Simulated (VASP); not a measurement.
Here is a VASP 6.6.1 calculation.

The input INCAR:

```
SYSTEM = NiO
PREC = Accurate
ENCUT = 520
EDIFF = 1E-6
ISMEAR = -1
SIGMA = 0.15
LREAL = .FALSE.
LASPH = .TRUE.
NELM = 150
ALGO = Normal
ISIF = 2
LWAVE = .FALSE.
LCHARG = .FALSE.
ISPIN = 2
MAGMOM = 1.5 0
LORBIT = 11
LMAXMIX = 4
LDAU = .TRUE.
LDAUTYPE = 2
LDAUL = 2 -1
LDAUU = 7 0
LDAUJ = 0 0
LDAUPRINT = 1
GGA = PS
NBANDS = 19
```

The input KPOINTS:

```
Automatic mesh
0
G
  12 12 12
  0 0 0
```

POSCAR

```
NiO
1.0
    2.9499100000      0.0000000000      0.0000000000
    1.4749550000      2.5546969989      0.0000000000
    1.4749550000      0.8515656663      2.4085914290
Ni O
1 1
Direct
    0.0000000000      0.0000000000      0.0000000000
    0.5000000000      0.5000000000      0.5000000000
```

Potentials or basis: VASP PAW PBE potentials, release 64 (Ni, O).

Run with:

```sh
$ cat potpaw_PBE.64/Ni/POTCAR potpaw_PBE.64/O/POTCAR > POTCAR
$ mpirun -np 1 vasp_std > vasp.out
```

Problem. Estimate the pressure.

Solution. -8.0 GPa.

Problem. Estimate the band gap on the k mesh.

Solution. 2.72 eV, indirect (least direct gap 3.36 eV).

Eigenvalues of the final occupation matrices:
| site | spin | trace | eigenvalues |
| --- | --- | --- | --- |
| site 1 d | 1 | 5.05 | 0.99 0.99 0.99 1.04 1.04 |
| site 1 d | 2 | 3.23 | 0.14 0.14 0.98 0.98 0.98 |

Caveat: the PAW data sets were made with another functional, which shifts forces and pressure a little; a cell with one magnetic atom can't hold antiferromagnetic order, which such compounds often take. The state reached can hang on the start; a lower one may exist.
